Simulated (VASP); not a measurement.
Runs of VASP 6.6.1 on Te. The structure is that of space group P6/mmm (No. 191), or close to it. The cells are those of the table. 

```csv
cell,k mesh,smearing,gap on the mesh (eV),work function (eV)
"a = 6.045, b = 6.045, c = 23.800 Å, angles 90.0, 90.0, 120.0°, 3 atoms",6 × 6 × 1,gaussian 0.02 eV,none,-
"a = 6.045, b = 6.045, c = 23.800 Å, angles 90.0, 90.0, 120.0°, 3 atoms",12 × 12 × 1,gaussian 0.1 eV,none,-
"a = 5.942, b = 5.942, c = 23.800 Å, angles 90.0, 90.0, 120.0°, 3 atoms",6 × 6 × 1,gaussian 0.02 eV,none,5.17
"a = 6.072, b = 6.072, c = 23.800 Å, angles 90.0, 90.0, 120.0°, 3 atoms",12 × 12 × 1,gaussian 0.1 eV,none,(a)
```

Alike in all rows: task single point; level PBE; potentials or basis VASP PAW PBE potentials, release 64 (Te); no spin polarisation; cutoff (eV) 520.

Problem. Fill in the values left out.

Solution. (a) 5.27.

Caveats: spin-orbit coupling is left out, which moves the levels of the heavy elements.

A k mesh can miss the band edges, and the runs leave out spin-orbit coupling on Te.

A gap of «none» marks levels without a gap at the run's occupations.
